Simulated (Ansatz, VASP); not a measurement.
Ir2Pt: VASP beside Ansatz

```
CELL_PARAMETERS angstrom
4.42606 0.00275 -0.00008
-2.21063 3.80632 -0.00007
-0.00026 0.00022 5.45792
ATOMIC_POSITIONS crystal
Ir 0.33294 0.66609 0.24996
Ir 0.33294 0.66607 0.75003
Ir 0.66705 0.33393 0.25002
Ir 0.66706 0.33390 0.75000
Pt 0.00001 0.99999 0.00000
Pt 0.00001 0.00003 0.50000
```

Change from the starting cell: cell x2, atoms moved at random (sigma 0.15 Å) and cell strained at random (1.5 %), then relaxed without symmetry.

Alike in both runs: functional PBE; k mesh 6 × 6 × 4; occupations gaussian, width 0.2 eV; no spin polarisation.

Ansatz relaxed the structure, and its values are those at the end. VASP's run is a single point on that final structure, the one shown.

```csv
,VASP,Ansatz
version,VASP 6.6.1,Ansatz 0.2.0
potentials or method,"VASP PAW PBE potentials, release 64 (Ir, Pt), cutoff 500 eV","scalar-relativistic, plane waves, PAW"
valence electrons in the cell,56,104
```

|  | VASP | Ansatz | Ansatz less VASP |
| --- | --- | --- | --- |
| gap on the k mesh at the Fermi level (eV) | none | none | - |
| pressure (GPa) | 0.0 | 0.0 | -0.05 |

A gap of «none» marks a metal or a gap that the smearing closes. The functional is the same, so the differences come from potentials, cutoffs and numerics. VASP's potentials hold 56 valence electrons a cell and Ansatz's 104, so a difference there can come from the potentials and not from the codes.

Spin-orbit coupling is off throughout.
